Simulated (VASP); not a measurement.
In, 1 atom in the cell. It takes space group Pm-3m (No. 221, cubic). Conventional cell: a = 2.991 Å, b = 2.991 Å, c = 2.991 Å, α = 90.00°, β = 90.00°, γ = 90.00°. In (site symmetry m-3m) has 6 In at 2.99 Å within 3.9 Å. 

* Program: VASP 6.6.1
* Task: single point
* Functional: PBEsol
* Potentials or basis: VASP PAW PBE potentials, release 64 (In_d)
* Cutoff: 520 eV
* k mesh: 13 × 13 × 13
* Occupations: fermi-dirac, width 0.08 eV
* Spin: no spin polarisation
* Dipole correction: no
* Further INCAR settings: ALGO = Normal; EDIFF = 1e-06; NBANDS = 12

Potentials or basis: VASP PAW PBE potentials, release 64 (In_d).

Command:

```sh
$ cat potpaw_PBE.64/In_d/POTCAR > POTCAR
$ mpirun -np 1 vasp_std > vasp.out
```

Hardware: 1 thread of Intel(R) Xeon(R) Platinum 8259CL CPU @ 2.50GHz (Skylake/Cascade Lake), on a shared host.

Task: How long does it take, and how much memory?

Result: Run time: 15 s on 1 thread of Intel(R) Xeon(R) Platinum 8259CL CPU @ 2.50GHz (Skylake/Cascade Lake) (shared host), peak memory 0.15 GiB. Counts: scf iterations 11, k points 84.
